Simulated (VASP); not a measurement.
Crystal: Ge2Sb3Se.

```
CELL_PARAMETERS angstrom
-3.26064 3.26064 4.15275
3.26064 -3.26064 4.15275
3.26064 3.26064 -4.15275
ATOMIC_POSITIONS crystal
Ge 0.75725 0.75725 0.00000
Ge 0.24275 0.24275 0.00000
Sb 0.75000 0.25000 0.50000
Sb 0.25000 0.75000 0.50000
Sb 0.00000 0.00000 0.00000
Se 0.50000 0.50000 0.00000
```

The cell was generated, and may not be a known phase.

```yaml
Program: VASP 6.6.1
Task: relaxation of cell and atoms
Functional: PBE
Potentials_or_basis: VASP PAW PBE potentials, release 64 (Ge_d, Sb, Se)
Cutoff: 600 eV
k_mesh: 4 × 4 × 4
Occupations: gaussian, width 0.1 eV
Spin: no spin polarisation
```

At the start: pressure 19.0 GPa; volume 29.43 Å³/atom.

How do energy, volume and symmetry change on relaxing?

Over 13 steps the energy falls by 1409.9 meV/atom and the volume is 28.72 Å³/atom (-2.4 %); space group I4/mmm (No. 139, to 0.1 Å) before and after.

The path:
| step | energy change (eV) | largest force (eV/Å) | pressure (GPa) | volume (Å³) |
| --- | --- | --- | --- | --- |
| 1 | 0.0000 | 8.8871 | 18.98 | 176.60 |
| 2 | -5.6365 | 0.4524 | -6.90 | 259.40 |
| 3 | -6.9707 | 1.2716 | -4.16 | 216.24 |
| 4 | -8.0649 | 0.6075 | -3.48 | 193.24 |
| 5 | -8.4013 | 0.2617 | -1.55 | 178.79 |
| 6 | -8.4149 | 0.1790 | -0.77 | 175.08 |
| 7 | -8.4149 | 0.1966 | -0.94 | 175.87 |
| 8 | -8.4430 | 0.2954 | 0.25 | 171.45 |
| 9 | -8.4430 | 0.2971 | 0.29 | 171.37 |
| 10 | -8.4521 | 0.2114 | 0.16 | 171.74 |
| 11 | -8.4575 | 0.0561 | -0.02 | 172.34 |
| 12 | -8.4576 | 0.0718 | -0.01 | 172.28 |
| 13 | -8.4594 | 0.0020 | -0.08 | 172.30 |

Final structure:
```
Ge Sb Se
1.0
    -2.84536    2.84536    5.32057
     2.84536   -2.84536    5.32057
     2.84536    2.84536   -5.32057
Ge Sb Se
2 3 1
Direct
  0.73639 0.73639 0.00000
  0.26361 0.26361 0.00000
  0.75000 0.25000 0.50000
  0.25000 0.75000 0.50000
  0.00000 0.00000 0.00000
  0.50000 0.50000 0.00000
```
